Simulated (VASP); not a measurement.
Here is a VASP 6.6.1 calculation.

INCAR

```
SYSTEM = Hf2ZrC3
PREC = Accurate ; ENCUT = 600
EDIFF = 1E-6 ; ISMEAR = 0
SIGMA = 0.1 ; LREAL = .FALSE.
LASPH = .TRUE. ; NELM = 100
ALGO = Normal ; ISIF = 4
LWAVE = .FALSE. ; LCHARG = .FALSE.
GGA = PE ; IBRION = 2
NSW = 50 ; EDIFFG = -0.01
```

The input KPOINTS:

```
regular mesh
0
G
  12 12 4
  0 0 0
```

The input POSCAR:

```
Hf2ZrC3
1.0
    3.4087708540      0.0000000000      0.0000000000
   -1.7043854270      2.9520821553      0.0000000000
    0.0000000000      0.0000000000      8.3530709686
Zr Hf C
1 2 3
Direct
    0.0000000000      0.0000000000      0.0000000000
    0.6666666667      0.3333333333      0.6656596929
    0.3333333333      0.6666666667      0.3343403071
    0.3333333333      0.6666666667      0.8305862268
    0.6666666667      0.3333333333      0.1694137732
    0.0000000000      0.0000000000      0.5000000000
```

Potentials or basis: VASP PAW PBE potentials, release 64 (Zr_sv, Hf_pv, C).

Launch:

```sh
$ cat potpaw_PBE.64/Zr_sv/POTCAR potpaw_PBE.64/Hf_pv/POTCAR potpaw_PBE.64/C/POTCAR > POTCAR
$ mpirun -np 1 vasp_std > vasp.out
```

Problem. Predict the band gap on the k mesh.

Solution. Zero (band 22 reaches 7.29 eV, above the bottom of band 23 at 5.98 eV).

Final structure:
```yaml
crystal:
  lattice:
    - [3.40873, 0.00000, 0.00000]
    - [-1.70436, 2.95204, 0.00000]
    - [0.00000, 0.00000, 8.35329]
  atoms:
    - { symbol: Zr, position: [0.00000, 0.00000, 0.00000] }
    - { symbol: Hf, position: [0.66667, 0.33333, 0.66552] }
    - { symbol: Hf, position: [0.33333, 0.66667, 0.33448] }
    - { symbol: C, position: [0.33333, 0.66667, 0.83006] }
    - { symbol: C, position: [0.66667, 0.33333, 0.16994] }
    - { symbol: C, position: [0.00000, 0.00000, 0.50000] }
```

Caveat: spin-orbit coupling is left out, which moves the levels of the heavy elements.
